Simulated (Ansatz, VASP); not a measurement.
**Two plane-wave programs on Pd**

```
Pd
1.0
     2.87352    0.00000    0.00000
    -1.43676    2.48854    0.00000
     0.00000    0.00000    4.77831
Pd
2
Direct
  0.66667 0.33333 0.75000
  0.33333 0.66667 0.25000
```

Change from the starting cell: volume scaled by 1.1, PAW files.

Alike in both runs: task single point; functional PBE; k mesh 14 × 14 × 7; occupations fermi-dirac, width 0.05 eV; collinear spin.

|  | VASP | Ansatz |
| --- | --- | --- |
| version | VASP 6.6.1 | Ansatz 0.2.0 |
| potentials or method | VASP PAW PBE potentials, release 64 (Pd) | PAW with Ansatz's default frozen-core files, scalar-relativistic |
| plane-wave cutoff (eV) | 520 | 420 |
| valence electrons in the cell | 20 | 36 |

VASP gave:

- pressure (GPa): -12.8
- net moment per atom (μB): 0.42
- size of the moment on the site where the two differ most (μB): 0.42

Estimate Ansatz's values.

pressure (GPa): -12.6; net moment per atom (μB): 0.42; size of the moment on the site where the two differ most (μB): 0.43.

Site moments also hang on the region over which each program counts them. With one functional, cell and mesh, what is left measures potentials, basis and numerics. VASP's potentials hold 20 valence electrons a cell and Ansatz's 36, so a difference there can come from the potentials and not from the codes.
